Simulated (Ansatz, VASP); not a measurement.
## Ag: VASP beside Ansatz

INCAR

```
  PREC = Accurate
  ENCUT = 520
  EDIFF = 1E-7
  ISMEAR = 0
  SIGMA = 0.15
  LREAL = False
  LASPH = True
  NELM = 60
  ALGO = Fast
  ISIF = 2
  LWAVE = False
  LCHARG = False
  GGA = PS
  NBANDS = 12
```

Contents of KPOINTS:

```
regular mesh
0
Gamma
  20 20 20
```

The input POSCAR:

```
Ag
1.0
   -1.6556540000      1.7487845375      1.7487845375
    1.6556540000     -1.5625234625      1.5625234625
    1.6556540000      1.5625234625     -1.5625234625
Ag
1
Direct
    0.0000000000      0.0000000000      0.0000000000
```

Input for Ansatz:

```yaml
crystal:
  lattice:
    - [-1.655654, 1.7487845375, 1.7487845375]
    - [1.655654, -1.5625234625, 1.5625234625]
    - [1.655654, 1.5625234625, -1.5625234625]
  atoms:
    - { symbol: Ag, position: [0.0, 0.0, 0.0] }
basis:
  ecutwfc: 420
kpoints:
  mp_grid: { grid: [20, 20, 20] }
hamiltonian:
  xc: pbesol
scf:
  occupations: { method: gaussian, width: 0.15 }
output:
  forces: true
  stress: true
  eigenvalues: true
```

Change from the starting cell: strain +0.1125 x Voigt [0, 0, 0, 1, 0, 0], atoms carried along.

Alike in both runs: task single point; functional PBEsol; k mesh 20 × 20 × 20; occupations gaussian, width 0.15 eV; no spin polarisation.

|  | VASP | Ansatz |
| --- | --- | --- |
| version | VASP 6.6.1 | Ansatz 0.2.0 |
| potentials or method | VASP PAW PBE potentials, release 64 (Ag), cutoff 520 eV | scalar-relativistic, plane waves, PAW |
| valence electrons in the cell | 11 | 19 |

|  | VASP | Ansatz | Ansatz less VASP |
| --- | --- | --- | --- |
| gap on the k mesh at the Fermi level (eV) | none | none | - |
| pressure (GPa) | -6.1 | -5.9 | +0.13 |
| traceless stress, the component that is largest in VASP (GPa) | -5.17 | -5.21 | -0.045 |

VASP's potentials were made for PBE, not for PBEsol. A gap of «none» marks a metal or a gap that the smearing closes. VASP's potentials hold 11 valence electrons a cell and Ansatz's 19, so a difference there can come from the potentials and not from the codes.
